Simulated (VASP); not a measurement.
Set up this calculation in VASP 6.6.1, as the native input.

```
Task                   : relaxation of cell and atoms
Functional             : PBEsol
Potentials or basis    : VASP PAW PBE potentials, release 64 (V_sv)
Cutoff                 : 600 eV
k mesh                 : 6 × 6 × 4
Occupations            : gaussian, width 0.1 eV
Spin                   : collinear spin, ferromagnetic start
Starting moments       : [1.21, 1.21] μB
Dipole correction      : no
Further INCAR settings : ALGO = Fast; EDIFF = 1e-07; IBRION = 2; EDIFFG = -0.05; NSW = 80; ISIF = 3
```

The structure of V lies in POSCAR:

```
V
1.0
    3.0930578530      0.0000000000      0.0000000000
   -1.5465289265      2.6786666761      0.0000000000
    0.0000000000      0.0000000000      4.8025015557
V
2
Direct
    0.3333333333      0.6666666667      0.2500000000
    0.6666666667      0.3333333333      0.7500000000
```

This isn't the form of V at room conditions, which is bcc.

These files were run (other wordings do the same):

INCAR

```
PREC = Accurate
ENCUT = 600
EDIFF = 1E-7
ISMEAR = 0
SIGMA = 0.1
LREAL = F
LASPH = T
NELM = 150
ALGO = Fast
ISIF = 3
LWAVE = F
LCHARG = F
ISPIN = 2
MAGMOM = 1.21 1.21
LORBIT = 11
LMAXMIX = 4
GGA = PS
IBRION = 2
NSW = 80
EDIFFG = -0.05
```

KPOINTS

```
Automatic mesh
0
Gamma
  6 6 4
```

Potentials or basis: VASP PAW PBE potentials, release 64 (V_sv).

Launch:

```bash
$ cat potpaw_PBE.64/V_sv/POTCAR > POTCAR
$ mpirun -np 1 vasp_std > vasp.out
```

It gave:

| Item | Value |
| --- | --- |
| Relaxed volume | 13.30 Å³/atom |
| Relaxed cell | a = 2.562 Å, b = 2.562 Å, c = 4.678 Å, α = 90.00°, β = 90.00°, γ = 120.00° |
| Space group after relaxing (to 0.1 Å) | P6_3/mmc (No. 194) |
| Energy gained by relaxing | 950.4 meV/atom |
| Ionic steps | 15 |
| Pressure after relaxing | -0.3 GPa |
| Band gap on the k mesh | zero (filled and empty bands overlap) |
| Net moment | 0.00 μB per cell |
| Valence electrons inside the program's atomic spheres | V 11.71 |

Caveat: the k points lie up to 0.47 Å⁻¹ apart in the final cell, too coarse for converged energies and pressures of a metal; the volume moved by over 15 % at a fixed basis, so the end points are rough; the moments typed at the start vanished in this run; the PAW data sets were made with another functional, which shifts forces and pressure a little.

Run time: 9.8 min on 1 thread of Oxide Virtual Turin-like Processor, on a shared host, peak memory 0.19 GiB.
